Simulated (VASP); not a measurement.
# InAs in VASP: notebook

The runs below take InAs through single point, relaxation of the atoms, with PBE.

Program: VASP 6.6.1. These are calculated values, not measurements. Logs are shortened: lines on timing, memory, paths and dates and some standing lists are left out, and cuts for length are marked.

### Step 1. The cell of the first run

Symmetry: I-4m2, No. 119, tetragonal system. Conventional cell: a = 4.284 Å, b = 4.284 Å, c = 6.240 Å, α = 90.00°, β = 90.00°, γ = 90.00°. In (site symmetry -4m2) has 4 As at 2.65 Å within 3.5 Å. Within 3.5 Å of As (site symmetry -4m2) lie 4 In at 2.65 Å.

### Step 2. Single point, PBE (z stretched by +3 %, then relaxed in part)

Contents of INCAR:

```
ALGO = Normal
EDIFF = 1E-6
ENCUT = 520
GGA = PE
ISIF = 2
ISMEAR = -1
LASPH = T
LCHARG = F
LREAL = F
LWAVE = F
NBANDS = 16
NELM = 100
PREC = Accurate
SIGMA = 0.05
```

Contents of KPOINTS:

```
k-points
0
Gamma
  13 13 13
```

Contents of POSCAR:

```
InAs
1.0
    0.0000000000      3.0290000000      3.1198700000
    3.0290000000      0.0000000000      3.1198700000
    3.0290000000      3.0290000000      0.0000000000
In As
1 1
Direct
    0.0000000000      0.0000000000      0.0000000000
    0.2500000000      0.2500000000      0.2500000000
```

Potentials or basis: VASP PAW PBE potentials, release 64 (In_d, As).

Run with:

```
$ cat potpaw_PBE.64/In_d/POTCAR potpaw_PBE.64/As/POTCAR > POTCAR
$ mpirun -np 1 vasp_std > vasp.out
```

OUTCAR:

```text
EDIFF = 1E-6
   ENCUT = 520
   GGA = PE
   ISIF = 2
   ISMEAR = -1
   LASPH = T
   LREAL = F
   NELM = 100
   PREC = Accurate

 ion  position               nearest neighbor table
   1  0.000  0.000  0.000-   2 2.65   2 2.65   2 2.65   2 2.65
   2  0.250  0.250  0.250-   1 2.65   1 2.65   1 2.65   1 2.65

  LATTYP: Found a body centered tetragonal cell.
 ALAT       =     4.2836528804
 C/A-ratio  =     1.4566399692

  Lattice vectors:

 A1 = (  -3.0290000000,   0.0000000000,   3.1198700000)
 A2 = (   3.0290000000,   0.0000000000,   3.1198700000)
 A3 = (   0.0000000000,   3.0290000000,  -3.1198700000)

Analysis of symmetry for initial positions (statically):
=====================================================================
 Subroutine PRICEL returns:
 Original cell was already a primitive cell.

 Routine SETGRP: Setting up the symmetry group for a
 body centered tetragonal supercell.

 Subroutine GETGRP returns: Found  8 space group operations
 (whereof  8 operations were pure point group operations)
 out of a pool of 16 trial point group operations.

The static configuration has the point symmetry D_2d.

Analysis of symmetry for dynamics (positions and initial velocities):
=====================================================================
 Subroutine PRICEL returns:
 Original cell was already a primitive cell.

 Routine SETGRP: Setting up the symmetry group for a
 body centered tetragonal supercell.

 Subroutine GETGRP returns: Found  8 space group operations
 (whereof  8 operations were pure point group operations)
 out of a pool of 16 trial point group operations.

The dynamic configuration has the point symmetry D_2d.

 Subroutine INISYM returns: Found  8 space group operations
 (whereof  8 operations are pure point group operations),
 and found     1 'primitive' translations

----------------------------------------------------------------------------------------

                                     Primitive cell

  volume of cell :      57.2486

  direct lattice vectors                    reciprocal lattice vectors
     0.000000000  3.029000000  3.119870000    -0.165070981  0.165070981  0.160263088
     3.029000000  0.000000000  3.119870000     0.165070981 -0.165070981  0.160263088
     3.029000000  3.029000000  0.000000000     0.165070981  0.165070981 -0.160263088
[... 67 lines left out ...]
   number of dos      NEDOS =    301   number of ions     NIONS =      2
   total plane-waves  NPLWV =  32768
   dimension x,y,z NGX =    32 NGY =   32 NGZ =   32
   dimension x,y,z NGXF=    64 NGYF=   64 NGZF=   64
   ions per type =               1   1
   NGX,Y,Z   is equivalent  to a cutoff of  12.23, 12.23, 12.42 a.u.
   NGXF,Y,Z  is equivalent  to a cutoff of  24.47, 24.47, 24.84 a.u.
 SYSTEM =  unknown system
   PREC   = accura    normal or accurate (medium, high low for compatibility)
   ISTART =      0    job   : 0-new  1-cont  2-samecut
   ICHARG =      2    charge: 1-file 2-atom 10-const
   ISPIN  =      1    spin polarized calculation?
   LNONCOLLINEAR =      F non collinear calculations
   LSORBIT =      F    spin-orbit coupling
   LASPH  =      T    aspherical Exc in radial PAW
   ENCUT  =  520.0 eV  38.22 Ry    6.18 a.u.   8.09  8.09  7.96*2*pi/ulx,y,z
   NELM   =    100;   NELMIN=  2; NELMDL= -5     # of ELM steps
   EDIFF  = 0.1E-05   stopping-criterion for ELM
   LREAL  =      F    real-space projection
[... 7 lines left out ...]
   TEBEG  =    0.0;   TEEND  =   0.0 temperature during run
   PSTRESS=    0.0 pullay stress
   NELECT =      18.0000    total number of electrons
   NUPDOWN=      -1.0000    fix difference up-down
   EMIN   =  10.00;   EMAX   =-10.00  energy-range for DOS
   EFERMI =   0.00;   METHOD = LEGACY
   ISMEAR =    -1;   SIGMA  =   0.05  broadening in eV -4-tet -1-fermi 0-gaus
   EFERMI_NEDOS =   21; number of points for ismear=-14 and -15
   IALGO  =     38    algorithm
   IMIX   =      4    mixing-type and parameters
     AMIX     =   0.40;   BMIX     =  1.00
     AMIX_MAG =   1.60;   BMIX_MAG =  1.00
  volume/ion in A,a.u.               =      28.62       193.17
  Fermi-wavevector in a.u.,A,eV,Ry     =   1.113211  2.103663 16.860853  1.239238
  Thomas-Fermi vector in A             =   2.249793
   LORBIT       =      0    0 simple, 1 ext, 2 COOP (PROOUT), +10 PAW based schemes
   GGA     = PE    functional components
   LHFCALC =     F    Hartree Fock is set to
   AEXX    =    0.0000 exact exchange contribution
   IVDW    =     0    specifies the selected vdW correction
   LEPSILON=     F    determine dielectric tensor
   LRPA    =     F    only Hartree local field effects (RPA)
 non-spin polarized calculation
  energy-cutoff  :      520.00
  volume of cell :       57.25
 maximum number of plane-waves:      1564
   NGX = 17   NGY = 17   NGZ = 15

 number of electron      17.9999996 magnetization

 Free energy of the ion-electron system (eV)
  ---------------------------------------------------
  ext. energy  EPLUGINS =         0.00000000
  ---------------------------------------------------
  free energy    TOTEN  =        -7.70511198 eV

  energy without entropy =       -7.70492321  energy(sigma->0) =       -7.70501759

 E-fermi :   4.2917     XC(G=0):  -8.9418

 val. band max:        4.2069144108   @ k =   0.0000   0.0000   0.0000
 cond. band min:       4.8217891856   @ k =   0.0769   0.0000   0.0000
 fundamental gap:      0.6148747747
 Fermi energy:         4.2916659579

 k-point     1 :       0.0000    0.0000    0.0000
  band No.  band energies     occupation
      1     -10.1715      2.00000
      2     -10.1608      2.00000
      3     -10.1608      2.00000
      4     -10.0553      2.00000
      5     -10.0506      2.00000
      6      -7.4798      2.00000
[... 433 lines left out ...]
      3     -10.1238      2.00000
      4     -10.0517      2.00000
      5     -10.0480      2.00000
      6      -6.1370      2.00000
[... 8 lines left out ...]
     15      14.1710      0.00000
     16      14.9627      0.00000

 [... further k-points ...]
[... 5 lines left out ...]
  --------------------------------------------------------------------------------------
  -------------------------------------------------------------------------------------
  Total        0.7621709      0.7621709      0.3938402      0.0000000      0.0000000     -0.0000000
  in kB       21.3303452     21.3303452     11.0221313      0.0000000      0.0000000     -0.0000000
  external PRESSURE =      17.8942739 kB  Pullay stress =       0.0000000 kB

 VOLUME and BASIS-vectors are now :
 -----------------------------------------------------------------------------
  energy-cutoff  :      520.00
  volume of cell :       57.25
      direct lattice vectors                 reciprocal lattice vectors
     0.000000000  3.029000000  3.119870000    -0.165070981  0.165070981  0.160263088
     3.029000000  0.000000000  3.119870000     0.165070981 -0.165070981  0.160263088
     3.029000000  3.029000000  0.000000000     0.165070981  0.165070981 -0.160263088

 POSITION                                       TOTAL-FORCE (eV/Angst)
 -----------------------------------------------------------------------------------
      0.00000      0.00000      0.00000        -0.000000      0.000000      0.000000
      1.51450      1.51450      1.55994         0.000000      0.000000     -0.000000
 -----------------------------------------------------------------------------------
    total drift:                               -0.000000     -0.000000      0.000001

  FREE ENERGIE OF THE ION-ELECTRON SYSTEM (eV)
  ---------------------------------------------------
  free  energy   TOTEN  =        -7.7051119765 eV

  energy  without entropy=       -7.7049232074  energy(sigma->0) =       -7.70501759
```

OSZICAR:

```text
N       E                     dE             d eps       ncg     rms          rms(c)
DAV:   1     0.114404664132E+03    0.11440E+03   -0.82721E+03  6288   0.120E+03
DAV:   2    -0.800819569790E-01   -0.11448E+03   -0.10959E+03  6952   0.295E+02
DAV:   3    -0.776121195767E+01   -0.76811E+01   -0.76436E+01  8104   0.755E+01
DAV:   4    -0.796101265206E+01   -0.19980E+00   -0.19975E+00  7920   0.135E+01
DAV:   5    -0.797005253585E+01   -0.90399E-02   -0.90398E-02  9368   0.242E+00    0.430E+00
DAV:   6    -0.772531198233E+01    0.24474E+00   -0.37270E-01 10016   0.993E+00    0.238E+00
DAV:   7    -0.770309969724E+01    0.22212E-01   -0.10883E-01  8592   0.282E+00    0.716E-01
DAV:   8    -0.770429156343E+01   -0.11919E-02   -0.12599E-02  7944   0.126E+00    0.176E-01
DAV:   9    -0.770489919737E+01   -0.60763E-03   -0.94764E-04  8032   0.267E-01    0.105E-01
DAV:  10    -0.770506264480E+01   -0.16345E-03   -0.18792E-04  8208   0.186E-01    0.578E-02
DAV:  11    -0.770511148834E+01   -0.48844E-04   -0.11252E-04  7816   0.112E-01    0.373E-02
DAV:  12    -0.770511197654E+01   -0.48820E-06   -0.59146E-06  7192   0.263E-02
   1 F= -.77051120E+01 E0= -.77050176E+01  d E =-.188769E-03
```

It took 53 s on 1 thread of Intel Xeon 6975P-C (Granite Rapids), shared host; peak memory 0.31 GiB.

Results:

* Free energy: -7.7051 eV
* Pressure: 1.8 GPa
* Band gap on the k mesh: zero (filled and empty bands touch)

Caveat: the cell differs from its parent crystal (z stretched by +3 %, then relaxed in part); semilocal functionals underestimate gaps, so a narrow gap can read as zero; spin-orbit coupling is left out, which moves the levels of the heavy elements.

(Part 1 of 3 ends here.)
